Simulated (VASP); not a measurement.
# Sr (Fm-3m) in VASP: single point with PBE

Aim: the single point of Sr with PBE.

All numbers are computed with VASP 6.6.1; they aren't measurements. Logs are shortened: lines on timing, memory, paths and dates and some standing lists are left out, and cuts for length are marked.

**1. The cell of the first run**

Symmetry: Fm-3m, No. 225, cubic system. The conventional cell has a = 6.034 Å, b = 6.034 Å, c = 6.034 Å, α = 90.00°, β = 90.00°, γ = 90.00°. Within 5.6 Å of Sr (site symmetry m-3m) lie 12 Sr at 4.27 Å.

**2. Single point, PBE**

The input, INCAR:

```
SYSTEM = Sr
PREC = Accurate
ENCUT = 500
EDIFF = 1E-6
ISMEAR = -1
SIGMA = 0.1
LREAL = .FALSE.
LASPH = .TRUE.
NELM = 120
ALGO = Normal
ISIF = 2
LWAVE = .FALSE.
LCHARG = .FALSE.
GGA = PE
NBANDS = 11
GGA_COMPAT = .FALSE.
```

The input, KPOINTS:

```
Automatic mesh
0
G
  4 4 4
  0 0 0
```

The input, POSCAR:

```
Sr
1.0
   -3.0167746722      0.0000000000      3.0167746722
    0.0000000000      3.0167746722      3.0167746722
   -3.0167746722      3.0167746722      0.0000000000
Sr
1
Direct
    0.0000000000      0.0000000000      0.0000000000
```

Potentials or basis: VASP PAW PBE potentials, release 64 (Sr_sv).

Command:

```console
cat potpaw_PBE.64/Sr_sv/POTCAR > POTCAR
mpirun -np 1 vasp_std > vasp.out
```

OUTCAR:

```text
SYSTEM = Sr
   PREC = Accurate
   ENCUT = 500
   EDIFF = 1E-6
   ISMEAR = -1
   LREAL = .FALSE.
   LASPH = .TRUE.
   NELM = 120
   ISIF = 2
   GGA = PE

 ion  position               nearest neighbor table
   1  0.000  0.000  0.000-

  LATTYP: Found a face centered cubic cell.
 ALAT       =     6.0335493444

  Lattice vectors:

 A1 = (  -3.0167746722,   0.0000000000,   3.0167746722)
 A2 = (   0.0000000000,   3.0167746722,   3.0167746722)
 A3 = (  -3.0167746722,   3.0167746722,   0.0000000000)

Analysis of symmetry for initial positions (statically):
=====================================================================
 Subroutine PRICEL returns:
 Original cell was already a primitive cell.

 Routine SETGRP: Setting up the symmetry group for a
 face centered cubic supercell.

 Subroutine GETGRP returns: Found 48 space group operations
 (whereof 48 operations were pure point group operations)
 out of a pool of 48 trial point group operations.

The static configuration has the point symmetry O_h .

Analysis of symmetry for dynamics (positions and initial velocities):
=====================================================================
 Subroutine PRICEL returns:
 Original cell was already a primitive cell.

 Routine SETGRP: Setting up the symmetry group for a
 face centered cubic supercell.

 Subroutine GETGRP returns: Found 48 space group operations
 (whereof 48 operations were pure point group operations)
 out of a pool of 48 trial point group operations.

The dynamic configuration has the point symmetry O_h .

 Subroutine INISYM returns: Found 48 space group operations
 (whereof 48 operations are pure point group operations),
 and found     1 'primitive' translations

----------------------------------------------------------------------------------------

                                     Primitive cell

  volume of cell :      54.9109

  direct lattice vectors                    reciprocal lattice vectors
    -3.016774672  0.000000000  3.016774672    -0.165739922 -0.165739922  0.165739922
     0.000000000  3.016774672  3.016774672     0.165739922  0.165739922  0.165739922
    -3.016774672  3.016774672  0.000000000    -0.165739922  0.165739922 -0.165739922

  length of vectors
[... 63 lines left out ...]
   EDIFF  = 0.1E-05   stopping-criterion for ELM
   LREAL  =      F    real-space projection
   EDIFFG = 0.1E-04   stopping-criterion for IOM
   NSW    =      0    number of steps for IOM
   IBRION =     -1    ionic relax: 0-MD 1-quasi-New 2-CG
   NFREE  =      0    steps in history (QN), initial steepest desc. (CG)
   ISIF   =      2    stress and relaxation
   ISYM   =      2    0-nonsym 1-usesym 2-fastsym
   POTIM  = 0.5000    time-step for ionic-motion
   TEBEG  =    0.0;   TEEND  =   0.0 temperature during run
   PSTRESS=    0.0 pullay stress
   NELECT =      10.0000    total number of electrons
   NUPDOWN=      -1.0000    fix difference up-down
   EMIN   =  10.00;   EMAX   =-10.00  energy-range for DOS
   EFERMI =   0.00;   METHOD = LEGACY
   ISMEAR =    -1;   SIGMA  =   0.10  broadening in eV -4-tet -1-fermi 0-gaus
   EFERMI_NEDOS =   21; number of points for ismear=-14 and -15
   IALGO  =     38    algorithm
   IMIX   =      4    mixing-type and parameters
     AMIX     =   0.40;   BMIX     =  1.00
     AMIX_MAG =   1.60;   BMIX_MAG =  1.00
  volume/ion in A,a.u.               =      54.91       370.56
  Fermi-wavevector in a.u.,A,eV,Ry     =   0.927944  1.753561 11.715716  0.861081
  Thomas-Fermi vector in A             =   2.054068
   LORBIT       =      0    0 simple, 1 ext, 2 COOP (PROOUT), +10 PAW based schemes
   GGA     = PE    functional components
   LHFCALC =     F    Hartree Fock is set to
   AEXX    =    0.0000 exact exchange contribution
   IVDW    =     0    specifies the selected vdW correction
   LEPSILON=     F    determine dielectric tensor
   LRPA    =     F    only Hartree local field effects (RPA)
 non-spin polarized calculation
  energy-cutoff  :      500.00
  volume of cell :       54.91
 maximum number of plane-waves:      1411
   NGX = 15   NGY = 15   NGZ = 15

 number of electron      10.0000000 magnetization

 Free energy of the ion-electron system (eV)
  ---------------------------------------------------
  ext. energy  EPLUGINS =         0.00000000
  ---------------------------------------------------
  free energy    TOTEN  =        -1.69953046 eV

  energy without entropy =       -1.65792489  energy(sigma->0) =       -1.67872768

 E-fermi :   1.6258     XC(G=0):  -7.3580

 val. band max:        0.9432798066   @ k =   0.5000   0.5000   0.0000
 cond. band min:       1.6507087887   @ k =  -0.2500   0.5000   0.2500
 fundamental gap:      0.7074289821
 Fermi energy:         1.6258370912

 k-point     1 :       0.0000    0.0000    0.0000
  band No.  band energies     occupation
      1     -35.0433      2.00000
      2     -16.9294      2.00000
      3     -16.9294      2.00000
      4     -16.9294      2.00000
      5      -2.0618      2.00000
      6       3.9265      0.00000
      7       3.9265      0.00000
      8       3.9265      0.00000
      9       5.3949      0.00000
     10       5.3949      0.00000
     11       8.6952      0.00000
[... 85 lines left out ...]
 k-point     8 :      -0.2500    0.5000    0.2500
  band No.  band energies     occupation
      1     -35.0247      2.00000
      2     -17.0578      2.00000
      3     -17.0578      2.00000
      4     -17.0028      2.00000
      5       1.6507      0.87628
      6       2.2173      0.00539
      7       2.2173      0.00539
      8       3.8396      0.00000
      9       6.7433      0.00000
     10       6.9522      0.00000
     11       7.1063      0.00000

------------------------ aborting loop because EDIFF is reached ----------------------------------------

  FORCE on cell =-STRESS in cart. coord.  units (eV):
  Direction    XX          YY          ZZ          XY          YZ          ZX
  --------------------------------------------------------------------------------------
  -------------------------------------------------------------------------------------
  Total        0.0496052      0.0496052      0.0496052      0.0000000      0.0000000      0.0000000
  in kB        1.4473699      1.4473699      1.4473699      0.0000000      0.0000000      0.0000000
  external PRESSURE =       1.4473699 kB  Pullay stress =       0.0000000 kB

 VOLUME and BASIS-vectors are now :
 -----------------------------------------------------------------------------
  energy-cutoff  :      500.00
  volume of cell :       54.91
      direct lattice vectors                 reciprocal lattice vectors
    -3.016774672  0.000000000  3.016774672    -0.165739922 -0.165739922  0.165739922
     0.000000000  3.016774672  3.016774672     0.165739922  0.165739922  0.165739922
    -3.016774672  3.016774672  0.000000000    -0.165739922  0.165739922 -0.165739922

 POSITION                                       TOTAL-FORCE (eV/Angst)
 -----------------------------------------------------------------------------------
      0.00000      0.00000      0.00000         0.000000      0.000000     -0.000000
 -----------------------------------------------------------------------------------
    total drift:                               -0.000000      0.000000      0.000000

  FREE ENERGIE OF THE ION-ELECTRON SYSTEM (eV)
  ---------------------------------------------------
  free  energy   TOTEN  =        -1.6995304574 eV

  energy  without entropy=       -1.6579248949  energy(sigma->0) =       -1.67872768
```

OSZICAR:

```text
N       E                     dE             d eps       ncg     rms          rms(c)
DAV:   1     0.371875431671E+02    0.37188E+02   -0.48293E+03   176   0.787E+02
DAV:   2    -0.105309953357E+00   -0.37293E+02   -0.36794E+02   212   0.151E+02
DAV:   3    -0.163019112016E+01   -0.15249E+01   -0.15141E+01   244   0.234E+01
DAV:   4    -0.169655499921E+01   -0.66364E-01   -0.66316E-01   246   0.473E+00
DAV:   5    -0.169812312428E+01   -0.15681E-02   -0.15681E-02   228   0.529E-01    0.117E+01
DAV:   6    -0.169901676790E+01   -0.89364E-03   -0.63194E-03   213   0.905E-01    0.662E+00
DAV:   7    -0.169949840242E+01   -0.48163E-03   -0.11418E-02   190   0.119E+00    0.275E-01
DAV:   8    -0.169950036697E+01   -0.19646E-05   -0.13548E-03   276   0.211E-01    0.625E-02
DAV:   9    -0.169951943343E+01   -0.19066E-04   -0.12169E-05   231   0.277E-02    0.291E-02
DAV:  10    -0.169953123011E+01   -0.11797E-04   -0.49437E-06   203   0.199E-02    0.432E-03
DAV:  11    -0.169953045735E+01    0.77276E-06   -0.35463E-07   151   0.525E-03
   1 F= -.16995305E+01 E0= -.16787277E+01  d E =-.416056E-01
```

Wall time 2.5 s (1 thread of Intel Xeon 6975P-C (Granite Rapids), shared host); peak memory 0.17 GiB.

Results:

```yaml
Free_energy: -1.6995 eV
Pressure: 0.1 GPa
```

Levels at points of the mesh, in eV from the Fermi level:
```
           k point  band 1  band 2  band 3  band 4  band 5  band 6  band 7  band 8  band 9  band 10
(0.00, 0.00, 0.00)  -36.67  -18.56  -18.56  -18.56   -3.69    2.30    2.30    2.30    3.77     3.77
(0.50, 0.00, 0.00)  -36.66  -18.75  -18.58  -18.58   -1.16    0.03    2.14    2.14    4.81     4.81
(0.50, 0.50, 0.00)  -36.65  -18.74  -18.63  -18.63   -0.68    0.30    1.02    4.82    5.11     5.11
```

Caveat: the k points lie up to 0.45 Å⁻¹ apart.
